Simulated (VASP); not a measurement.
AlRu, 2 atoms in the cell. Symmetry: Pm-3m, No. 221, cubic system. Conventional cell: a = 2.992 Å, b = 2.992 Å, c = 2.992 Å, α = 90.00°, β = 90.00°, γ = 90.00°. Within 3.4 Å of Al (site symmetry m-3m) lie 8 Ru at 2.59 Å and 6 Al at 2.99 Å. Within 3.4 Å of Ru (site symmetry m-3m) lie 8 Al at 2.59 Å and 6 Ru at 2.99 Å. 

| Property | Result |
| --- | --- |
| Program | VASP 6.6.1 |
| Task | single point |
| Functional | BLYP |
| Potentials or basis | VASP PAW PBE potentials, release 64 (Al, Ru_pv) |
| Cutoff | 520 eV |
| k mesh | 11 × 11 × 11 |
| Occupations | methfessel-paxton, width 0.1 eV |
| Spin | no spin polarisation |
| Dipole correction | no |
| Further INCAR settings | ALGO = Normal; EDIFF = 1e-06; NBANDS = 16 |

Potentials or basis: VASP PAW PBE potentials, release 64 (Al, Ru_pv).

The run is started by

```bash
$ cat potpaw_PBE.64/Al/POTCAR potpaw_PBE.64/Ru_pv/POTCAR > POTCAR
$ mpirun -np 1 vasp_std > vasp.out
```

Hardware: 1 thread of Intel(R) Xeon(R) Platinum 8488C (Sapphire Rapids) (shared host).

Task: Estimate the wall time of this run.

Result: Run time: 13 s on 1 thread of Intel(R) Xeon(R) Platinum 8488C (Sapphire Rapids) (shared host), peak memory 0.15 GiB. Counts: scf iterations 11, k points 56.
